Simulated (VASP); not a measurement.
# B (P6_3/mmc) in VASP: further runs

The runs below take B through relaxation of cell and atoms, single point, with PBE.

Program: VASP 6.6.1. These are calculated values, not measurements. Logs are shortened: lines on timing, memory, paths and dates and some standing lists are left out, and cuts for length are marked.

### 1 The cell of the first run

The structure is hexagonal, space group P6_3/mmc (No. 194). Conventional cell: a = 2.073 Å, b = 2.073 Å, c = 5.598 Å, α = 90.00°, β = 90.00°, γ = 120.00°. B (site symmetry -6m2) has 3 B at 1.20 Å within 1.6 Å. B (site symmetry -6m2) has 3 B at 1.20 Å within 1.6 Å.

### 2 Relaxation of cell and atoms, PBE, target pressure 160 GPa, at which the enthalpy is minimised

The input, INCAR:

```
PREC = Accurate
ENCUT = 600
EDIFF = 1E-7
ISMEAR = -1
SIGMA = 0.08
LREAL = F
LASPH = T
NELM = 60
ALGO = Normal
ISIF = 3
LWAVE = F
LCHARG = F
GGA = PE
IBRION = 2
NSW = 60
EDIFFG = -0.005
PSTRESS = 1600.0
```

The input, KPOINTS:

```
Automatic mesh
0
Gamma
  16 16 5
```

The input, POSCAR:

```
B
1.0
    2.0733579007      0.0000000000      0.0000000000
   -1.0366789503      1.7955806131      0.0000000000
    0.0000000000      0.0000000000      5.5980663318
B
4
Direct
    0.0000000000      0.0000000000      0.2500000000
    0.0000000000      0.0000000000      0.7500000000
    0.3333333333      0.6666666667      0.2500000000
    0.6666666667      0.3333333333      0.7500000000
```

Potentials or basis: VASP PAW PBE potentials, release 64 (B).

On the command line:

```
cat potpaw_PBE.64/B/POTCAR > POTCAR
mpirun -np 1 vasp_std > vasp.out
```

OUTCAR:

```text
PREC = Accurate
   ENCUT = 600
   EDIFF = 1E-7
   ISMEAR = -1
   LREAL = F
   LASPH = T
   NELM = 60
   ISIF = 3
   GGA = PE
   IBRION = 2
   NSW = 60
   EDIFFG = -0.005
   PSTRESS = 1600.0

 ion  position               nearest neighbor table
   1  0.000  0.000  0.250-   3 1.20   3 1.20   3 1.20
   2  0.000  0.000  0.750-   4 1.20   4 1.20   4 1.20
   3  0.333  0.667  0.250-   1 1.20   1 1.20   1 1.20
   4  0.667  0.333  0.750-   2 1.20   2 1.20   2 1.20

  LATTYP: Found a hexagonal cell.
 ALAT       =     2.0733579007
 C/A-ratio  =     2.7000000000

  Lattice vectors:

 A1 = (   2.0733579007,   0.0000000000,   0.0000000000)
 A2 = (  -1.0366789503,   1.7955806131,   0.0000000000)
 A3 = (   0.0000000000,   0.0000000000,   5.5980663318)

Analysis of symmetry for initial positions (statically):
=====================================================================
 Subroutine PRICEL returns:
 Original cell was already a primitive cell.

 Routine SETGRP: Setting up the symmetry group for a
 hexagonal supercell.

 Subroutine GETGRP returns: Found 24 space group operations
 (whereof 12 operations were pure point group operations)
 out of a pool of 24 trial point group operations.

The static configuration has the point symmetry D_3d.
 The point group associated with its full space group is D_6h.

Analysis of symmetry for dynamics (positions and initial velocities):
=====================================================================
 Subroutine PRICEL returns:
 Original cell was already a primitive cell.

 Routine SETGRP: Setting up the symmetry group for a
 hexagonal supercell.

 Subroutine GETGRP returns: Found 24 space group operations
 (whereof 12 operations were pure point group operations)
 out of a pool of 24 trial point group operations.

The dynamic configuration has the point symmetry D_3d.
 The point group associated with its full space group is D_6h.

 Subroutine INISYM returns: Found 24 space group operations
 (whereof 12 operations are pure point group operations),
 and found     1 'primitive' translations

----------------------------------------------------------------------------------------

                                     Primitive cell

  volume of cell :      20.8409

  direct lattice vectors                    reciprocal lattice vectors
     2.073357901  0.000000000  0.000000000     0.482309398  0.278461461  0.000000000
    -1.036678950  1.795580613  0.000000000     0.000000000  0.556922921  0.000000000
     0.000000000  0.000000000  5.598066332     0.000000000  0.000000000  0.178633110

  length of vectors
     2.073357901  2.073357901  5.598066332     0.556922921  0.556922921  0.178633110

  position of ions in fractional coordinates (direct lattice)
     0.000000000  0.000000000  0.250000000
     0.000000000  0.000000000  0.750000000
     0.333333333  0.666666667  0.250000000
     0.666666667  0.333333333  0.750000000

  ion indices of the primitive-cell ions
   primitive index   ion index
                 1           1
                 2           2
                 3           3
                 4           4

----------------------------------------------------------------------------------------

 KPOINTS: Automatic mesh

Automatic generation of k-mesh.
 Grid dimensions read from file:
 generate k-points for:   16   16    5

 Generating k-lattice:

  Cartesian coordinates                     Fractional coordinates (reciprocal lattice)
     0.030144337  0.017403841  0.000000000     0.062500000  0.000000000  0.000000000
     0.000000000  0.034807683  0.000000000     0.000000000  0.062500000  0.000000000
     0.000000000  0.000000000  0.035726622     0.000000000  0.000000000  0.200000000

  Length of vectors
     0.034807683  0.034807683  0.035726622

  Shift w.r.t. Gamma in fractional coordinates (k-lattice)
     0.000000000  0.000000000  0.000000000

 Subroutine IBZKPT returns following result:
 ===========================================

 Found     90 irreducible k-points:

 Following reciprocal coordinates:
[... 39 lines left out ...]
  Thomas-Fermi vector in A             =   2.488487
   LORBIT       =      0    0 simple, 1 ext, 2 COOP (PROOUT), +10 PAW based schemes
   GGA     = PE    functional components
   LHFCALC =     F    Hartree Fock is set to
   AEXX    =    0.0000 exact exchange contribution
   IVDW    =     0    specifies the selected vdW correction
   LEPSILON=     F    determine dielectric tensor
   LRPA    =     F    only Hartree local field effects (RPA)
 conjugate gradient relaxation of ions
 non-spin polarized calculation
  energy-cutoff  :      600.00
  volume of cell :       20.84
 maximum number of plane-waves:       710
 NGX is ok and might be reduce to    18

--------------------------------------- Ionic step        1  -------------------------------------------

 number of electron      11.9999999 magnetization

 Free energy of the ion-electron system (eV)
  ---------------------------------------------------
  ext. energy  EPLUGINS =         0.00000000
  ---------------------------------------------------
  free energy    TOTEN  =         5.39541395 eV

  energy without entropy =        5.42790073  energy(sigma->0) =        5.41165734

------------------------ aborting loop because EDIFF is reached ----------------------------------------

  FORCE on cell =-STRESS in cart. coord.  units (eV):
  Direction    XX          YY          ZZ          XY          YZ          ZX
  --------------------------------------------------------------------------------------
  -------------------------------------------------------------------------------------
  Total       95.2365851     95.2365851      2.5661823      0.0000000      0.0000000      0.0000000
  in kB     7321.4512198   7321.4512194    197.2790054      0.0000002      0.0000000      0.0000000
  external PRESSURE =    3346.7271482 kB  Pullay stress =    1600.0000000 kB
[... 734 lines left out ...]
 k-point    24 :       0.2500    0.1875    0.0000
  band No.  band energies     occupation
      1      -5.5180      2.00000
      2       0.8284      2.00000
      3       2.0272      2.00000
      4       2.8478      2.00000
      5       5.5918      2.00000
      6       9.4261      1.94203
      7       9.9609      0.08038
      8      11.3986      0.00000
      9      14.2662      0.00000
     10      28.9712      0.00000

 [... further k-points ...]

[... ionic steps 4 to 11 ...]

--------------------------------------- Ionic step       12  -------------------------------------------

 number of electron      12.0000000 magnetization

------------------------ aborting loop because EDIFF is reached ----------------------------------------

  FORCE on cell =-STRESS in cart. coord.  units (eV):
  Direction    XX          YY          ZZ          XY          YZ          ZX
  --------------------------------------------------------------------------------------
  -------------------------------------------------------------------------------------
  Total       19.9158160     19.9158160     19.8210613      0.0000000     -0.0000000      0.0000000
  in kB     1606.4169639   1606.4169636   1598.7740122      0.0000002     -0.0000000      0.0000000
  external PRESSURE =       3.8693132 kB  Pullay stress =    1600.0000000 kB
[... 65 lines left out ...]
  enthalpy is  TOTEN    =         0.6278631805 eV   P V=       19.8563896375

--------------------------------------- Ionic step       14  -------------------------------------------

 number of electron      12.0000000 magnetization

 Free energy of the ion-electron system (eV)
  ---------------------------------------------------
  ext. energy  EPLUGINS =         0.00000000
  ---------------------------------------------------
  free energy    TOTEN  =       -19.21734113 eV

  energy without entropy =      -19.19630215  energy(sigma->0) =      -19.20682164

 E-fermi :  11.0914     XC(G=0): -13.5123

 val. band max:       11.0742800538   @ k =   0.2500   0.1250   0.2000
 cond. band min:      11.1066633499   @ k =   0.3125   0.0000   0.0000
 fundamental gap:      0.0323832961
 Fermi energy:        11.0914454618

 k-point     1 :       0.0000    0.0000    0.0000
  band No.  band energies     occupation
      1      -8.5897      2.00000
      2      -0.0174      2.00000
      3       5.9599      2.00000
      4       8.2216      2.00000
      5       8.2216      2.00000
      6      11.2554      0.22815
      7      11.2554      0.22815
      8      18.8318      0.00000
      9      20.1097      0.00000
     10      21.0298      0.00000
[... 330 lines left out ...]
  FREE ENERGIE OF THE ION-ELECTRON SYSTEM (eV)
  ---------------------------------------------------
  free  energy   TOTEN  =       -19.2173411316 eV

  energy  without entropy=      -19.1963021474  energy(sigma->0) =      -19.20682164

  enthalpy is  TOTEN    =         0.6278262778 eV   P V=       19.8451674094

 reached required accuracy - stopping structural energy minimisation
```

It took 2.5 min on 1 thread of Intel Xeon Platinum 8259CL at 2.50GHz (Skylake/Cascade Lake), shared host; peak memory 0.15 GiB.

Results:

```
Free energy                                            : -19.2173 eV
Relaxed volume                                         : 4.97 Å³/atom
Relaxed cell                                           : a = 2.670 Å, b = 2.670 Å, c = 3.219 Å, α = 90.00°, β = 90.00°, γ = 120.00°
Space group after relaxing (to 0.05 Å)                 : P6_3/mmc (No. 194)
Energy change on relaxing (the enthalpy is what falls) : -6153.2 meV/atom
Ionic steps                                            : 14
Pressure after relaxing                                : 160.0 GPa
Band gap on the k mesh                                 : zero (band 6 reaches 12.17 eV, above the bottom of band 7 at 9.67 eV)
```

The path:
| step | energy change (eV) | largest force (eV/Å) | pressure (GPa) | volume (Å³) |
| --- | --- | --- | --- | --- |
| 1 | 0.0000 | 0.0000 | 494.67 | 20.84 |
| 2 | -21.1409 | 0.0000 | -40.20 | 58.53 |
| 3 | -27.6213 | 0.0000 | 20.13 | 35.05 |
| 4 | -25.8853 | 0.0000 | 63.42 | 31.69 |
| 5 | -24.4590 | 0.0000 | 91.36 | 30.13 |
| 6 | -25.3077 | 0.0000 | 142.71 | 20.93 |
| 7 | -24.3781 | 0.0000 | 168.28 | 19.64 |
| 8 | -24.5936 | 0.0000 | 162.94 | 19.87 |
| 9 | -25.0207 | 0.0000 | 146.12 | 20.30 |
| 10 | -24.8039 | 0.0000 | 154.89 | 20.07 |
| 11 | -24.4801 | 0.0000 | 163.70 | 19.74 |
| 12 | -24.6038 | 0.0000 | 160.39 | 19.86 |
| 13 | -24.6239 | 0.0000 | 159.55 | 19.88 |
| 14 | -24.6128 | 0.0000 | 160.02 | 19.87 |

Final structure:
```yaml
crystal:
  lattice:
    - [2.67011, 0.00000, 0.00000]
    - [-1.33506, 2.31239, 0.00000]
    - [0.00000, 0.00000, 3.21851]
  atoms:
    - { symbol: B, position: [0.00000, 0.00000, 0.25000] }
    - { symbol: B, position: [0.00000, 0.00000, 0.75000] }
    - { symbol: B, position: [0.33333, 0.66667, 0.25000] }
    - { symbol: B, position: [0.66667, 0.33333, 0.75000] }
```

Caveat: the cell is relaxed towards a set pressure, so the enthalpy falls and the energy may rise.

### 3 Relaxation of cell and atoms, PBE, target pressure 160 GPa, at which the enthalpy is minimised

This run uses another cell than the first one: it holds 2 atoms, not 4.

The input, INCAR:

```
SYSTEM = B
PREC = Accurate
ENCUT = 600
EDIFF = 1E-7
ISMEAR = -1
SIGMA = 0.08
LREAL = .False.
LASPH = .True.
NELM = 100
ALGO = Normal
ISIF = 3
LWAVE = .False.
LCHARG = .False.
GGA = PE
IBRION = 2
NSW = 60
EDIFFG = -0.005
PSTRESS = 1600.0
```

The input, KPOINTS:

```
Automatic mesh
0
Gamma
  23 23 13
  0 0 0
```

The input, POSCAR:

```
B
1.0
    1.8198011858      0.0000000000      0.0000000000
   -0.9099005929      1.5759940567      0.0000000000
    0.0000000000      0.0000000000      2.9480779210
B
2
Direct
    0.3333333333      0.6666666667      0.2500000000
    0.6666666667      0.3333333333      0.7500000000
```

Potentials or basis: VASP PAW PBE potentials, release 64 (B).

On the command line:

```
cat potpaw_PBE.64/B/POTCAR > POTCAR
mpirun -np 1 vasp_std > vasp.out
```

Wall time 82 s (1 thread of Intel Xeon Platinum 8259CL at 2.50GHz (Skylake/Cascade Lake), shared host); peak memory 0.13 GiB.

Results (log left out):

| Quantity | Value |
| --- | --- |
| Free energy | -9.2270 eV |
| Relaxed volume | 4.32 Å³/atom |
| Relaxed cell | a = 1.729 Å, b = 1.729 Å, c = 3.333 Å, α = 90.00°, β = 90.00°, γ = 120.00° |
| Space group after relaxing (to 0.05 Å) | P6_3/mmc (No. 194) |
| Energy change on relaxing (the enthalpy is what falls) | -150.8 meV/atom |
| Ionic steps | 14 |
| Pressure after relaxing | 160.0 GPa |
| Band gap on the k mesh | zero (band 3 reaches 18.41 eV, above the bottom of band 4 at 10.42 eV) |

The path:
| step | energy change (eV) | largest force (eV/Å) | pressure (GPa) | volume (Å³) |
| --- | --- | --- | --- | --- |
| 1 | 0.0000 | 0.0000 | 166.27 | 8.46 |
| 2 | -0.2478 | 0.0000 | 149.38 | 8.65 |
| 3 | -0.3853 | 0.0000 | 140.85 | 8.77 |
| 4 | -0.2239 | 0.0000 | 159.27 | 8.58 |
| 5 | -0.1059 | 0.0000 | 172.67 | 8.45 |
| 6 | -0.1452 | 0.0000 | 174.25 | 8.48 |
| 7 | -0.1417 | 0.0000 | 173.90 | 8.48 |
| 8 | -0.3651 | 0.0000 | 154.83 | 8.70 |
| 9 | -0.3034 | 0.0000 | 160.13 | 8.64 |
| 10 | -0.3065 | 0.0000 | 159.86 | 8.64 |
| 11 | -0.3061 | 0.0000 | 159.83 | 8.64 |
| 12 | -0.3046 | 0.0000 | 159.75 | 8.64 |
| 13 | -0.2987 | 0.0000 | 160.25 | 8.63 |
| 14 | -0.3017 | 0.0000 | 160.01 | 8.63 |

Final structure:
```cif
data_structure
_symmetry_space_group_name_H-M 'P 1'
_symmetry_Int_Tables_number 1
_cell_length_a 1.7293
_cell_length_b 1.7293
_cell_length_c 3.3334
_cell_angle_alpha 90.000
_cell_angle_beta 90.000
_cell_angle_gamma 120.000
_cell_volume 8.63
loop_
_atom_site_label
_atom_site_type_symbol
_atom_site_fract_x
_atom_site_fract_y
_atom_site_fract_z
_atom_site_occupancy
B1 B 0.33333 0.66667 0.25000 1
B2 B 0.66667 0.33333 0.75000 1
```

Levels at points of the mesh, in eV from the Fermi level:
| k point | band 1 | band 2 | band 3 | band 4 | band 5 | band 6 |
| --- | --- | --- | --- | --- | --- | --- |
| (0.00, 0.00, 0.00) | -22.94 | -14.39 | -9.76 | 14.34 | 21.86 | 21.86 |

Caveat: the cell is relaxed towards a set pressure, so the enthalpy falls and the energy may rise.

### 4 Relaxation of cell and atoms, PBE, target pressure 160 GPa, at which the enthalpy is minimised

This run uses another cell than the first one: it holds 2 atoms, not 4.

The input, INCAR:

```
PREC     = Accurate       # precision mode
ENCUT    = 600            # plane-wave cutoff, eV
EDIFF    = 1E-6           # SCF threshold, eV
ISMEAR   = -1             # smearing method
SIGMA    = 0.08           # smearing width, eV
LREAL    = False          # projectors in reciprocal space
LASPH    = True           # aspherical terms in the spheres
NELM     = 100            # most SCF steps
ALGO     = Normal         # electronic algorithm
ISIF     = 3              # what is computed and relaxed
LWAVE    = False          # write WAVECAR
LCHARG   = False          # write CHGCAR
GGA      = PE             # functional
IBRION   = 2              # ionic algorithm
NSW      = 32             # ionic steps
EDIFFG   = -0.005         # ionic threshold
PSTRESS  = 1600.0
```

The input, KPOINTS:

```
regular mesh
0
Gamma
  23 23 13
```

The input, POSCAR:

```
B
1.0
    1.7290072593      0.0000000000      0.0000000000
   -0.8645036296      1.4973642098      0.0000000000
    0.0000000000      0.0000000000      3.3346880331
B
2
Direct
    0.3333333333      0.6666666667      0.2500000000
    0.6666666667      0.3333333333      0.7500000000
```

On the command line:

```
cat potpaw_PBE.64/B/POTCAR > POTCAR
mpirun -np 1 vasp_std > vasp.out
```

Wall time 16 s (1 thread of Intel Xeon Platinum 8259CL at 2.50GHz (Skylake/Cascade Lake), shared host); peak memory 0.13 GiB.

The run converged. Its results:

* Free energy: -9.2283 eV
* Pressure after relaxing: 160.0 GPa
* Band gap on the k mesh: zero (band 3 reaches 18.40 eV, above the bottom of band 4 at 10.42 eV)

Stress tensor (GPa, compression positive):
```
160.08   0.00   0.00
  0.00 160.08   0.00
  0.00   0.00 159.82
```

Final structure:
```yaml
crystal:
  lattice:
    - [1.72901, 0.00000, 0.00000]
    - [-0.86450, 1.49736, 0.00000]
    - [0.00000, 0.00000, 3.33469]
  atoms:
    - { symbol: B, position: [0.33333, 0.66667, 0.25000] }
    - { symbol: B, position: [0.66667, 0.33333, 0.75000] }
```

Levels at points of the mesh, in eV from the Fermi level:
| k point | band 1 | band 2 | band 3 | band 4 | band 5 | band 6 | band 7 |
| --- | --- | --- | --- | --- | --- | --- | --- |
| (0.00, 0.00, 0.00) | -22.94 | -14.39 | -9.77 | 14.31 | 21.88 | 21.88 | 24.16 |

Caveat: the relaxation stopped at its first step, so nothing moved; the cell is relaxed towards a set pressure, so the enthalpy falls and the energy may rise.

### 5 Single point, PBE

This run uses another cell than the first one, of 4.97 Å³/atom, 0.953 times its volume.

The input, INCAR:

```
PREC = Accurate
ENCUT = 520
EDIFF = 1E-7
ISMEAR = -1
SIGMA = 0.08
LREAL = False
LASPH = True
NELM = 80
ALGO = Normal
ISIF = 2
LWAVE = False
LCHARG = True
GGA = PE
LELF = True
LVHAR = True
NBANDS = 14
```

The input, KPOINTS:

```
Automatic mesh
0
Gamma
  16 16 5
```

The input, POSCAR:

```
B
1.0
    2.6697067412      0.0000000000      0.0000000000
   -1.3348533706      2.3120338585      0.0000000000
    0.0000000000      0.0000000000      3.2175313028
B
4
Direct
    0.0000000000      0.0000000000      0.2500000000
    0.0000000000      0.0000000000      0.7500000000
    0.3333333333      0.6666666667      0.2500000000
    0.6666666667      0.3333333333      0.7500000000
```

On the command line:

```
cat potpaw_PBE.64/B/POTCAR > POTCAR
mpirun -np 1 vasp_std > vasp.out
```

It took 16 s on 1 thread of Intel Xeon 6975P-C, shared host; peak memory 0.13 GiB.

It converged, with:

| Quantity | Value |
| --- | --- |
| Free energy | -19.2110 eV |
| Pressure | 160.4 GPa |
| Band gap on the k mesh | zero (band 6 reaches 12.18 eV, above the bottom of band 7 at 9.68 eV) |

Stress tensor (GPa, compression positive):
```
160.44   0.00   0.00
  0.00 160.44   0.00
  0.00   0.00 160.21
```

Levels at points of the mesh, in eV from the Fermi level:
```
           k point  band 4  band 5  band 6  band 7  band 8  band 9
(0.00, 0.00, 0.00)   -2.88   -2.88    0.16    0.16    7.74    9.02
(0.50, 0.00, 0.00)   -6.64   -2.52   -2.03   -1.42    1.05    2.78
```

Caveat: the k points lie up to 0.39 Å⁻¹ apart.

### 6 Overview

```csv
task,cell,k mesh,cutoff (eV),gap on the mesh (eV),pressure (GPa)
relaxation of cell and atoms,"relaxed to 160 GPa from a = 2.073, b = 2.073, c = 5.598 Å, angles 90.0, 90.0, 120.0°, 4 atoms",16 × 16 × 5,600,none,160.0
relaxation of cell and atoms,"relaxed to 160 GPa from a = 1.820, b = 1.820, c = 2.948 Å, angles 90.0, 90.0, 120.0°, 2 atoms",23 × 23 × 13,600,none,160.0
relaxation of cell and atoms,"relaxed to 160 GPa from a = 1.729, b = 1.729, c = 3.335 Å, angles 90.0, 90.0, 120.0°, 2 atoms",23 × 23 × 13,600,none,160.0
single point,"a = 2.670, b = 2.670, c = 3.218 Å, angles 90.0, 90.0, 120.0°, 4 atoms",16 × 16 × 5,520,none,160.4
```

Alike in all rows: level PBE; potentials or basis VASP PAW PBE potentials, release 64 (B); no spin polarisation; smearing fermi-dirac 0.08 eV.

Caveats: some runs use coarse meshes; the cell is relaxed towards a set pressure, so the enthalpy falls and the energy may rise (some runs); the relaxation stopped at its first step, so nothing moved (some runs).

Absolute energies hang on the potentials; compare differences alone.
